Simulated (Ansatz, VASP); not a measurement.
## One calculation of CsSn2N3, two programs

```
CELL_PARAMETERS angstrom
6.05098 0.00000 0.00000
-3.02549 5.24031 0.00000
0.00000 0.00000 3.06183
ATOMIC_POSITIONS crystal
Cs 0.00000 0.00000 0.00000
Sn 0.33333 0.66667 0.00000
Sn 0.66667 0.33333 0.00000
N 0.50000 0.00000 0.50000
N 0.50000 0.50000 0.50000
N 0.00000 0.50000 0.50000
```

Alike in both runs: functional PBE; k mesh 6 × 6 × 12; occupations gaussian, width 0.1 eV; no spin polarisation.

Ansatz relaxed the structure, and its values are those at the end. VASP's run is a single point on that final structure, the one shown.

|  | VASP | Ansatz |
| --- | --- | --- |
| version | VASP 6.6.1 | Ansatz 0.2.0 |
| potentials or method | VASP PAW PBE potentials, release 64 (Cs_sv, Sn_d, N), cutoff 520 eV | scalar-relativistic, plane waves, PAW |
| valence electrons in the cell | 52 | 52 |

```tsv
	VASP	Ansatz	Ansatz less VASP
gap on the k mesh at the Fermi level (eV)	none	none	-
pressure (GPa)	0.3	0.0	-0.28
```

A gap of «none» marks a metal or a gap that the smearing closes. The functional is the same, so the differences come from potentials, cutoffs and numerics.

Spin-orbit coupling is off throughout.
